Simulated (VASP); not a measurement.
# Li (Pm-3n) in VASP: single point with RPBE

Aim: the single point of Li with RPBE.

All numbers are computed with VASP 6.6.1; they aren't measurements. Logs are shortened: lines on timing, memory, paths and dates and some standing lists are left out, and cuts for length are marked.

## 1. The cell of the first run

Symmetry: Pm-3n, No. 223, cubic system. The conventional cell has a = 5.528 Å, b = 5.528 Å, c = 5.528 Å, α = 90.00°, β = 90.00°, γ = 90.00°. Within 4.1 Å of Li (site symmetry m-3) lie 12 Li at 3.09 Å. Within 3.6 Å of Li (site symmetry -4m2) lie 14 Li at 2.76 to 3.38 Å.

## 2. Single point, RPBE

The input, INCAR:

```
SYSTEM = Li
PREC = Accurate
ENCUT = 520
EDIFF = 1E-6
ISMEAR = -1
SIGMA = 0.1
LREAL = .FALSE.
LASPH = .TRUE.
NELM = 80
ALGO = Normal
ISIF = 2
LWAVE = .FALSE.
LCHARG = .FALSE.
GGA = RP
NBANDS = 22
```

The input, KPOINTS:

```
regular mesh
0
G
  6 6 6
  0 0 0
```

The input, POSCAR:

```
Li
1.0
    5.5276218405      0.0000000000      0.0000000000
    0.0000000000      5.5276218405      0.0000000000
    0.0000000000      0.0000000000      5.5276218405
Li
8
Direct
    1.0000000000      0.0000000000      0.0000000000
    0.5000000000      0.5000000000      0.5000000000
    0.2500000000      1.0000000000      0.5000000000
    0.7500000000      1.0000000000      0.5000000000
    0.5000000000      0.2500000000      1.0000000000
    0.5000000000      0.7500000000      1.0000000000
    0.0000000000      0.5000000000      0.2500000000
    0.0000000000      0.5000000000      0.7500000000
```

Potentials or basis: VASP PAW PBE potentials, release 64 (Li_sv).

Launch:

```console
$ cat potpaw_PBE.64/Li_sv/POTCAR > POTCAR
$ mpirun -np 1 vasp_std > vasp.out
```

OUTCAR:

```text
SYSTEM = Li
   PREC = Accurate
   ENCUT = 520
   EDIFF = 1E-6
   ISMEAR = -1
   LREAL = .FALSE.
   LASPH = .TRUE.
   NELM = 80
   ISIF = 2
   GGA = RP

 ion  position               nearest neighbor table
   1  0.000  0.000  0.000-
   2  0.500  0.500  0.500-
   3  0.250  0.000  0.500-
   4  0.750  0.000  0.500-
   5  0.500  0.250  0.000-
   6  0.500  0.750  0.000-
   7  0.000  0.500  0.250-
   8  0.000  0.500  0.750-

  LATTYP: Found a simple cubic cell.
 ALAT       =     5.5276218405

  Lattice vectors:

 A1 = (   5.5276218405,   0.0000000000,   0.0000000000)
 A2 = (   0.0000000000,   5.5276218405,   0.0000000000)
 A3 = (   0.0000000000,   0.0000000000,   5.5276218405)

Analysis of symmetry for initial positions (statically):
=====================================================================
 Subroutine PRICEL returns:
 Original cell was already a primitive cell.

 Routine SETGRP: Setting up the symmetry group for a
 simple cubic supercell.

 Subroutine GETGRP returns: Found 48 space group operations
 (whereof 24 operations were pure point group operations)
 out of a pool of 48 trial point group operations.

The static configuration has the point symmetry T_h .
 The point group associated with its full space group is O_h .

Analysis of symmetry for dynamics (positions and initial velocities):
=====================================================================
 Subroutine PRICEL returns:
 Original cell was already a primitive cell.

 Routine SETGRP: Setting up the symmetry group for a
 simple cubic supercell.

 Subroutine GETGRP returns: Found 48 space group operations
 (whereof 24 operations were pure point group operations)
 out of a pool of 48 trial point group operations.

The dynamic configuration has the point symmetry T_h .
 The point group associated with its full space group is O_h .

 Subroutine INISYM returns: Found 48 space group operations
 (whereof 24 operations are pure point group operations),
 and found     1 'primitive' translations

----------------------------------------------------------------------------------------

                                     Primitive cell

  volume of cell :     168.8943

  direct lattice vectors                    reciprocal lattice vectors
     5.527621841  0.000000000  0.000000000     0.180909626  0.000000000  0.000000000
     0.000000000  5.527621841  0.000000000     0.000000000  0.180909626  0.000000000
     0.000000000  0.000000000  5.527621841     0.000000000  0.000000000  0.180909626

  length of vectors
     5.527621841  5.527621841  5.527621841     0.180909626  0.180909626  0.180909626

  position of ions in fractional coordinates (direct lattice)
     0.000000000  0.000000000  0.000000000
     0.500000000  0.500000000  0.500000000
     0.250000000  0.000000000  0.500000000
     0.750000000  0.000000000  0.500000000
     0.500000000  0.250000000  0.000000000
     0.500000000  0.750000000  0.000000000
     0.000000000  0.500000000  0.250000000
     0.000000000  0.500000000  0.750000000

  ion indices of the primitive-cell ions
   primitive index   ion index
                 1           1
                 2           2
                 3           3
                 4           4
                 5           5
                 6           6
                 7           7
                 8           8

----------------------------------------------------------------------------------------

 KPOINTS: regular mesh

Automatic generation of k-mesh.
 Grid dimensions read from file:
 generate k-points for:    6    6    6

 Generating k-lattice:

  Cartesian coordinates                     Fractional coordinates (reciprocal lattice)
     0.030151604  0.000000000  0.000000000     0.166666667  0.000000000  0.000000000
     0.000000000  0.030151604  0.000000000     0.000000000  0.166666667  0.000000000
     0.000000000  0.000000000  0.030151604     0.000000000  0.000000000  0.166666667

  Length of vectors
     0.030151604  0.030151604  0.030151604

  Shift w.r.t. Gamma in fractional coordinates (k-lattice)
     0.000000000  0.000000000  0.000000000

 Subroutine IBZKPT returns following result:
 ===========================================

 Found     20 irreducible k-points:

 Following reciprocal coordinates:
            Coordinates               Weight
  0.000000  0.000000  0.000000      1.000000
  0.166667  0.000000  0.000000      6.000000
  0.333333  0.000000  0.000000      6.000000
  0.500000  0.000000  0.000000      3.000000
  0.166667  0.166667  0.000000     12.000000
  0.333333  0.166667  0.000000     24.000000
[... 12 lines left out ...]
  0.500000  0.500000  0.333333      6.000000
  0.500000  0.500000  0.500000      1.000000
   k-points           NKPTS =     20   k-points in BZ     NKDIM =     20   number of bands    NBANDS=     22
   number of dos      NEDOS =    301   number of ions     NIONS =      8
   total plane-waves  NPLWV =  74088
   dimension x,y,z NGX =    42 NGY =   42 NGZ =   42
   dimension x,y,z NGXF=    84 NGYF=   84 NGZF=   84
   ions per type =               8
   NGX,Y,Z   is equivalent  to a cutoff of  12.63, 12.63, 12.63 a.u.
   NGXF,Y,Z  is equivalent  to a cutoff of  25.26, 25.26, 25.26 a.u.
 SYSTEM =  Li
   PREC   = accura    normal or accurate (medium, high low for compatibility)
   ISTART =      0    job   : 0-new  1-cont  2-samecut
   ICHARG =      2    charge: 1-file 2-atom 10-const
   ISPIN  =      1    spin polarized calculation?
   LNONCOLLINEAR =      F non collinear calculations
   LSORBIT =      F    spin-orbit coupling
   LASPH  =      T    aspherical Exc in radial PAW
   ENCUT  =  520.0 eV  38.22 Ry    6.18 a.u.  10.28 10.28 10.28*2*pi/ulx,y,z
   NELM   =     80;   NELMIN=  2; NELMDL= -5     # of ELM steps
   EDIFF  = 0.1E-05   stopping-criterion for ELM
   LREAL  =      F    real-space projection
   EDIFFG = 0.1E-04   stopping-criterion for IOM
   NSW    =      0    number of steps for IOM
   IBRION =     -1    ionic relax: 0-MD 1-quasi-New 2-CG
   NFREE  =      0    steps in history (QN), initial steepest desc. (CG)
   ISIF   =      2    stress and relaxation
   ISYM   =      2    0-nonsym 1-usesym 2-fastsym
   POTIM  = 0.5000    time-step for ionic-motion
   TEBEG  =    0.0;   TEEND  =   0.0 temperature during run
   PSTRESS=    0.0 pullay stress
   NELECT =      24.0000    total number of electrons
   NUPDOWN=      -1.0000    fix difference up-down
   EMIN   =  10.00;   EMAX   =-10.00  energy-range for DOS
   EFERMI =   0.00;   METHOD = LEGACY
   ISMEAR =    -1;   SIGMA  =   0.10  broadening in eV -4-tet -1-fermi 0-gaus
   EFERMI_NEDOS =   21; number of points for ismear=-14 and -15
   IALGO  =     38    algorithm
   IMIX   =      4    mixing-type and parameters
     AMIX     =   0.40;   BMIX     =  1.00
     AMIX_MAG =   1.60;   BMIX_MAG =  1.00
  volume/ion in A,a.u.               =      21.11       142.47
  Fermi-wavevector in a.u.,A,eV,Ry     =   0.854293  1.614380  9.929760  0.729817
  Thomas-Fermi vector in A             =   1.970867
   LORBIT       =      0    0 simple, 1 ext, 2 COOP (PROOUT), +10 PAW based schemes
   GGA     = RP    functional components
   LHFCALC =     F    Hartree Fock is set to
   AEXX    =    0.0000 exact exchange contribution
   IVDW    =     0    specifies the selected vdW correction
   LEPSILON=     F    determine dielectric tensor
   LRPA    =     F    only Hartree local field effects (RPA)
 non-spin polarized calculation
  energy-cutoff  :      520.00
  volume of cell :      168.89
 maximum number of plane-waves:      4632
 NGX is ok and might be reduce to    42
   NGX = 21   NGY = 21   NGZ = 21

 number of electron      23.9999921 magnetization

 Free energy of the ion-electron system (eV)
  ---------------------------------------------------
  ext. energy  EPLUGINS =         0.00000000
  ---------------------------------------------------
  free energy    TOTEN  =       -14.42810036 eV

  energy without entropy =      -14.29849607  energy(sigma->0) =      -14.36329821

 E-fermi :   0.5760     XC(G=0):  -6.9118

 val. band max:        0.5568413759   @ k =   0.5000   0.1667   0.0000
 cond. band min:       0.5766524141   @ k =   0.5000   0.1667   0.1667
 fundamental gap:      0.0198110381
 Fermi energy:         0.5760452739

 k-point     1 :       0.0000    0.0000    0.0000
  band No.  band energies     occupation
      1     -46.2547      2.00000
      2     -46.2451      2.00000
      3     -46.2451      2.00000
      4     -46.2373      2.00000
      5     -46.2328      2.00000
      6     -46.2294      2.00000
[... 14 lines left out ...]
     21       4.8249      0.00000
     22       5.3003      0.00000

 k-point     2 :       0.1667    0.0000    0.0000
  band No.  band energies     occupation
      1     -46.2539      2.00000
      2     -46.2454      2.00000
      3     -46.2443      2.00000
      4     -46.2375      2.00000
      5     -46.2330      2.00000
      6     -46.2303      2.00000
[... 14 lines left out ...]
     21       5.3697      0.00000
     22       5.3697      0.00000

 k-point     3 :       0.3333    0.0000    0.0000
  band No.  band energies     occupation
      1     -46.2516      2.00000
      2     -46.2465      2.00000
      3     -46.2422      2.00000
      4     -46.2380      2.00000
      5     -46.2336      2.00000
      6     -46.2324      2.00000
[... 14 lines left out ...]
     21       5.6039      0.00000
     22       5.6039      0.00000
[... 376 lines left out ...]
 k-point    19 :       0.5000    0.5000    0.3333
  band No.  band energies     occupation
      1     -46.2425      2.00000
      2     -46.2395      2.00000
      3     -46.2395      2.00000
      4     -46.2390      2.00000
      5     -46.2373      2.00000
      6     -46.2358      2.00000
[... 14 lines left out ...]
     21       7.2799      0.00000
     22       7.3795      0.00000

 k-point    20 :       0.5000    0.5000    0.5000
  band No.  band energies     occupation
      1     -46.2382      2.00000
      2     -46.2382      2.00000
      3     -46.2382      2.00000
      4     -46.2382      2.00000
      5     -46.2382      2.00000
      6     -46.2382      2.00000
[... 14 lines left out ...]
     21       7.7116      0.00000
     22       7.7239      0.00000

------------------------ aborting loop because EDIFF is reached ----------------------------------------

  FORCE on cell =-STRESS in cart. coord.  units (eV):
  Direction    XX          YY          ZZ          XY          YZ          ZX
  --------------------------------------------------------------------------------------
  -------------------------------------------------------------------------------------
  Total       -0.0773296     -0.0773296     -0.0773296      0.0000000     -0.0000000      0.0000000
  in kB       -0.7335696     -0.7335696     -0.7335696      0.0000000     -0.0000000      0.0000000
  external PRESSURE =      -0.7335696 kB  Pullay stress =       0.0000000 kB

 VOLUME and BASIS-vectors are now :
 -----------------------------------------------------------------------------
  energy-cutoff  :      520.00
  volume of cell :      168.89
      direct lattice vectors                 reciprocal lattice vectors
     5.527621841  0.000000000  0.000000000     0.180909626  0.000000000  0.000000000
     0.000000000  5.527621841  0.000000000     0.000000000  0.180909626  0.000000000
     0.000000000  0.000000000  5.527621841     0.000000000  0.000000000  0.180909626

 POSITION                                       TOTAL-FORCE (eV/Angst)
 -----------------------------------------------------------------------------------
      0.00000      0.00000      0.00000         0.000000     -0.000000      0.000000
      2.76381      2.76381      2.76381         0.000000     -0.000000      0.000000
      1.38191      0.00000      2.76381        -0.000000     -0.000000     -0.000000
      4.14572      0.00000      2.76381         0.000000      0.000000     -0.000000
      2.76381      1.38191      0.00000         0.000000     -0.000000      0.000000
      2.76381      4.14572      0.00000        -0.000000      0.000000     -0.000000
      0.00000      2.76381      1.38191         0.000000     -0.000000      0.000000
      0.00000      2.76381      4.14572        -0.000000      0.000000     -0.000000
 -----------------------------------------------------------------------------------
    total drift:                                0.000000     -0.000000     -0.000000

  FREE ENERGIE OF THE ION-ELECTRON SYSTEM (eV)
  ---------------------------------------------------
  free  energy   TOTEN  =       -14.4281003591 eV

  energy  without entropy=      -14.2984960686  energy(sigma->0) =      -14.36329821
```

Wall time 49 s (1 thread of AMD EPYC 7R43 (Zen 3), shared host); peak memory 0.22 GiB.

What came out:

* Free energy: -14.4281 eV
* Band gap on the k mesh: zero (band 12 reaches 0.99 eV, above the bottom of band 13 at -0.14 eV)

Levels at points of the mesh, in eV from the Fermi level:
| k point | band 10 | band 11 | band 12 | band 13 | band 14 | band 15 |
| --- | --- | --- | --- | --- | --- | --- |
| (0.00, 0.00, 0.00) | -0.28 | -0.28 | -0.28 | 0.58 | 0.58 | 0.82 |
| (0.50, 0.00, 0.00) | -2.59 | 0.41 | 0.41 | 0.83 | 0.83 | 1.34 |
| (0.50, 0.50, 0.00) | -1.65 | -1.65 | -1.65 | 1.05 | 1.48 | 1.48 |
| (0.50, 0.50, 0.50) | -0.71 | -0.71 | -0.71 | -0.71 | -0.71 | -0.68 |

Caveat: the cutoff is under 1.25 times the usual one of these potentials, so pressure, stress and relaxed cells hold a basis-set (Pulay) error; the PAW data sets were made with another functional, which shifts forces and pressure a little.
